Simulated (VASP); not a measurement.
# AlNi3 (Pm-3m) in VASP: single point with PBEsol

Aim: the single point of AlNi3 with PBEsol.

Program: VASP 6.6.1. These are calculated values, not measurements. Logs are shortened: lines on timing, memory, paths and dates and some standing lists are left out, and cuts for length are marked.

## (1) The cell of the first run

It takes space group Pm-3m (No. 221, cubic). Conventional cell: a = 3.710 Å, b = 3.710 Å, c = 3.710 Å, α = 90.00°, β = 90.00°, γ = 90.00°. Al (site symmetry m-3m) has 12 Ni at 2.62 Å within 3.5 Å. Ni (site symmetry 4/mmm) has 4 Al at 2.62 Å and 8 Ni at 2.62 Å within 3.5 Å.

## (2) Single point, PBEsol, collinear spin, ferromagnetic start

File INCAR:

```
SYSTEM = AlNi3
PREC     = Accurate       ! precision mode
ENCUT    = 520            ! plane-wave cutoff, eV
EDIFF    = 1E-7           ! SCF threshold, eV
ISMEAR   = 0              ! smearing method
SIGMA    = 0.1            ! smearing width, eV
LREAL    = .False.        ! projectors in reciprocal space
LASPH    = .True.         ! aspherical terms in the spheres
NELM     = 150            ! most SCF steps
ALGO     = Normal         ! electronic algorithm
ISIF     = 2              ! what is computed and relaxed
LWAVE    = .False.        ! write WAVECAR
LCHARG   = .True.         ! write CHGCAR
ISPIN    = 2              ! spin polarisation
MAGMOM   = 0 2 2 2        ! initial moments
LORBIT   = 11             ! projections on sites
LMAXMIX  = 4              ! l up to which the mixer works
GGA      = PS             ! functional
LELF     = .True.         ! ELF
LVHAR    = .True.       
NBANDS   = 28             ! bands
```

File KPOINTS:

```
Automatic mesh
0
Gamma
  6 6 6
  0 0 0
```

File POSCAR:

```
AlNi3
1.0
    3.7102019865      0.0000000000      0.0000000000
    0.0000000000      3.7102019865      0.0000000000
    0.0000000000      0.0000000000      3.7102019865
Al Ni
1 3
Direct
    0.0000000000      0.0000000000      0.0000000000
    0.5000000000      0.5000000000      0.0000000000
    0.0000000000      0.5000000000      0.5000000000
    0.5000000000      0.0000000000      0.5000000000
```

Potentials or basis: VASP PAW PBE potentials, release 64 (Al, Ni).

Started as:

```sh
> cat potpaw_PBE.64/Al/POTCAR potpaw_PBE.64/Ni/POTCAR > POTCAR
> mpirun -np 1 vasp_std > vasp.out
```

OUTCAR:

```text
SYSTEM = AlNi3
   PREC = Accurate
   ENCUT = 520
   EDIFF = 1E-7
   ISMEAR = 0
   LREAL = .False.
   LASPH = .True.
   NELM = 150
   ISIF = 2
   ISPIN = 2
   LORBIT = 11
   GGA = PS

 ion  position               nearest neighbor table
   1  0.000  0.000  0.000-   2 2.62   3 2.62   4 2.62   3 2.62   4 2.62   2 2.62   3 2.62   3 2.62
                             2 2.62   4 2.62   4 2.62   2 2.62
   2  0.500  0.500  0.000-   1 2.62   3 2.62   4 2.62   3 2.62   4 2.62   1 2.62   4 2.62   4 2.62
                             1 2.62   3 2.62   3 2.62   1 2.62
   3  0.000  0.500  0.500-   1 2.62   2 2.62   4 2.62   1 2.62   2 2.62   1 2.62   4 2.62   1 2.62
                             2 2.62   4 2.62   2 2.62   4 2.62
   4  0.500  0.000  0.500-   1 2.62   2 2.62   3 2.62   1 2.62   2 2.62   2 2.62   3 2.62   2 2.62
                             1 2.62   3 2.62   1 2.62   3 2.62

  LATTYP: Found a simple cubic cell.
 ALAT       =     3.7102019865

  Lattice vectors:

 A1 = (   3.7102019865,   0.0000000000,   0.0000000000)
 A2 = (   0.0000000000,   3.7102019865,   0.0000000000)
 A3 = (   0.0000000000,   0.0000000000,   3.7102019865)

Analysis of symmetry for initial positions (statically):
=====================================================================
 Subroutine PRICEL returns:
 Original cell was already a primitive cell.

 Routine SETGRP: Setting up the symmetry group for a
 simple cubic supercell.

 Subroutine GETGRP returns: Found 48 space group operations
 (whereof 48 operations were pure point group operations)
 out of a pool of 48 trial point group operations.

The static configuration has the point symmetry O_h .

Analysis of symmetry for dynamics (positions and initial velocities):
=====================================================================
 Subroutine PRICEL returns:
 Original cell was already a primitive cell.

 Routine SETGRP: Setting up the symmetry group for a
 simple cubic supercell.

 Subroutine GETGRP returns: Found 48 space group operations
 (whereof 48 operations were pure point group operations)
 out of a pool of 48 trial point group operations.

The dynamic configuration has the point symmetry O_h .

Analysis of structural, dynamic, and magnetic symmetry:
=====================================================================
 Subroutine PRICEL returns:
 Original cell was already a primitive cell.

 Routine SETGRP: Setting up the symmetry group for a
 simple cubic supercell.

 Subroutine GETGRP returns: Found 48 space group operations
 (whereof 48 operations were pure point group operations)
 out of a pool of 48 trial point group operations.

The overall configuration has the point symmetry O_h .

[... 126 lines left out ...]
   LEPSILON=     F    determine dielectric tensor
   LRPA    =     F    only Hartree local field effects (RPA)
 spin polarized calculation
 Gauss-broadening in eV      SIGMA  =   0.10
  energy-cutoff  :      520.00
  volume of cell :       51.07
 maximum number of plane-waves:      1406
 NGX is ok and might be reduce to    28
   NGX = 13   NGY = 13   NGZ = 13

 number of electron      32.9999922 magnetization       0.7469847

 Free energy of the ion-electron system (eV)
  ---------------------------------------------------
  ext. energy  EPLUGINS =         0.00000000
  ---------------------------------------------------
  free energy    TOTEN  =       -23.70558690 eV

  energy without entropy =      -23.68600287  energy(sigma->0) =      -23.69579489

 E-fermi :   7.7793     XC(G=0): -12.1788

 val. band max:        7.7748345559   @ k =   0.5000   0.5000   0.3333
 cond. band min:       7.7797863094   @ k =   0.3333   0.3333   0.1667
 fundamental gap:      0.0049517535
 Fermi energy:         7.7793208374

 spin component 1

 k-point     1 :       0.0000    0.0000    0.0000
  band No.  band energies     occupation
      1      -1.3658      1.00000
      2       4.1214      1.00000
      3       4.7067      1.00000
      4       4.7067      1.00000
      5       4.9887      1.00000
      6       4.9887      1.00000
[... 609 lines left out ...]
     27      25.8332      0.00000
     28      25.8332      0.00000
 Fermi energy:         7.7793208374

 spin component 2

 k-point     1 :       0.0000    0.0000    0.0000
  band No.  band energies     occupation
      1      -1.3948      1.00000
      2       4.2245      1.00000
      3       4.8696      1.00000
      4       4.8696      1.00000
      5       5.2825      1.00000
      6       5.2825      1.00000
[... 609 lines left out ...]
     27      25.8077      0.00000
     28      25.8077      0.00000

------------------------ aborting loop because EDIFF is reached ----------------------------------------

  FORCE on cell =-STRESS in cart. coord.  units (eV):
  Direction    XX          YY          ZZ          XY          YZ          ZX
  --------------------------------------------------------------------------------------
  -------------------------------------------------------------------------------------
  Total       -7.0320565     -7.0320565     -7.0320565     -0.0000000     -0.0000000      0.0000000
  in kB     -220.5973412   -220.5973412   -220.5973412     -0.0000000     -0.0000000      0.0000000
  external PRESSURE =    -220.5973412 kB  Pullay stress =       0.0000000 kB

 VOLUME and BASIS-vectors are now :
 -----------------------------------------------------------------------------
  energy-cutoff  :      520.00
  volume of cell :       51.07
      direct lattice vectors                 reciprocal lattice vectors
     3.710201986  0.000000000  0.000000000     0.269527105  0.000000000  0.000000000
     0.000000000  3.710201986  0.000000000     0.000000000  0.269527105  0.000000000
     0.000000000  0.000000000  3.710201986     0.000000000  0.000000000  0.269527105

 POSITION                                       TOTAL-FORCE (eV/Angst)
 -----------------------------------------------------------------------------------
      0.00000      0.00000      0.00000         0.000000      0.000000      0.000000
      1.85510      1.85510      0.00000         0.000000      0.000000      0.000000
      0.00000      1.85510      1.85510         0.000000      0.000000      0.000000
      1.85510      0.00000      1.85510         0.000000      0.000000      0.000000
 -----------------------------------------------------------------------------------
    total drift:                                0.000000      0.000000      0.000000

  FREE ENERGIE OF THE ION-ELECTRON SYSTEM (eV)
  ---------------------------------------------------
  free  energy   TOTEN  =       -23.7055869042 eV

  energy  without entropy=      -23.6860028679  energy(sigma->0) =      -23.69579489

 total charge

# of ion       s       p       d       tot
------------------------------------------
    1        0.396   0.343   0.000   0.739
    2        0.447   0.418   8.333   9.199
    3        0.447   0.418   8.333   9.199
    4        0.447   0.418   8.333   9.199
--------------------------------------------------
tot          1.737   1.598  25.000  28.335

 magnetization (x)

# of ion       s       p       d       tot
------------------------------------------
    1       -0.001  -0.009   0.000  -0.010
    2       -0.003  -0.009   0.283   0.271
    3       -0.003  -0.009   0.283   0.271
    4       -0.003  -0.009   0.283   0.271
--------------------------------------------------
tot         -0.010  -0.035   0.849   0.804
```

OSZICAR:

```text
N       E                     dE             d eps       ncg     rms          rms(c)
DAV:   1     0.193222546282E+03    0.19322E+03   -0.13961E+04  2272   0.146E+03
DAV:   2    -0.150212707883E+02   -0.20824E+03   -0.19367E+03  2248   0.288E+02
DAV:   3    -0.271216913930E+02   -0.12100E+02   -0.11436E+02  2568   0.876E+01
DAV:   4    -0.273328824625E+02   -0.21119E+00   -0.21085E+00  2620   0.110E+01
DAV:   5    -0.273403678330E+02   -0.74854E-02   -0.74847E-02  2684   0.181E+00    0.215E+01
DAV:   6    -0.308713891700E+02   -0.35310E+01   -0.47337E+01  2584   0.112E+02    0.276E+01
DAV:   7    -0.237308771907E+02    0.71405E+01   -0.16635E+01  2660   0.613E+01    0.211E+00
DAV:   8    -0.237307818702E+02    0.95320E-04   -0.32631E-01  2496   0.437E+00    0.142E+00
DAV:   9    -0.237102406829E+02    0.20541E-01   -0.20553E-02  3104   0.171E+00    0.896E-01
DAV:  10    -0.237059555998E+02    0.42851E-02   -0.27955E-03  2840   0.564E-01    0.215E-01
DAV:  11    -0.237056591498E+02    0.29645E-03   -0.28043E-04  2760   0.182E-01    0.119E-01
DAV:  12    -0.237055879993E+02    0.71150E-04   -0.56428E-05  2980   0.899E-02    0.596E-02
DAV:  13    -0.237055881529E+02   -0.15366E-06   -0.10843E-05  2740   0.337E-02    0.219E-02
DAV:  14    -0.237055874080E+02    0.74493E-06   -0.23171E-06  2548   0.203E-02    0.112E-02
DAV:  15    -0.237055869379E+02    0.47005E-06   -0.39303E-07  2716   0.754E-03    0.308E-03
DAV:  16    -0.237055869042E+02    0.33698E-07   -0.52844E-08  1248   0.265E-03
   1 F= -.23705587E+02 E0= -.23695795E+02  d E =-.195840E-01  mag=     0.7469
```

stdout:

```text
POSCAR found type information on POSCAR AlNi
 POSCAR found :  2 types and       4 ions
 scaLAPACK will be used
 -----------------------------------------------------------------------------
|                                                                             |
|                                                                             |
|     You enforced a specific xc type in the INCAR file but a different       |
|     I HOPE YOU KNOW WHAT YOU ARE DOING!                                     |
|                                                                             |
 -----------------------------------------------------------------------------

 LDA part: xc-table for (Slater+PW92), standard interpolation
 POSCAR, INCAR and KPOINTS ok, starting setup
 FFT: planning ... GRIDC
 FFT: planning ... GRID_SOFT
 FFT: planning ... GRID
 WAVECAR not read
 entering main loop
```

It took 1.9 min on 1 thread of AMD EPYC 7R13, shared host; peak memory 0.17 GiB.

Results:

```yaml
Free_energy: -23.7056 eV
Pressure: -22.1 GPa
Net_moment: 0.75 μB per cell
Site_moments: Al -0.01; Ni +0.27 μB
Valence_electrons_inside_the_program's_atomic_spheres: Al 0.74; Ni 9.20
```

Levels at points of the mesh, in eV from the Fermi level:
Spin up:
```
           k point  band 13  band 14  band 15  band 16  band 17  band 18  band 19  band 20  band 21  band 22
(0.00, 0.00, 0.00)    -0.26    -0.14    -0.14    -0.14     0.86     0.86     0.86     5.89     5.89     6.15
(0.50, 0.00, 0.00)    -1.07    -0.99    -0.91    -0.46    -0.14     4.92     4.92     5.20     5.20     6.05
(0.50, 0.50, 0.00)    -1.11    -1.03    -0.88    -0.84    -0.50     0.65     0.65     7.27     7.60     7.60
(0.50, 0.50, 0.50)    -1.10    -0.92    -0.92    -0.27    -0.27    -0.27     0.01     2.64     3.43     3.43
```
Spin down:
```csv
k point,band 13,band 14,band 15,band 16,band 17,band 18,band 19,band 20
"(0.00, 0.00, 0.00)",0.02,0.29,0.29,0.29,0.83,0.83,0.83,5.98
"(0.50, 0.00, 0.00)",-0.75,-0.75,-0.66,-0.24,0.29,4.97,4.97,5.24
"(0.50, 0.50, 0.00)",-0.91,-0.89,-0.63,-0.48,-0.34,0.95,0.95,7.29
"(0.50, 0.50, 0.50)",-0.92,-0.71,-0.71,-0.01,0.10,0.10,0.10,2.76
```

Caveat: the cell stands under tension; the PAW data sets were made with another functional, which shifts forces and pressure a little.
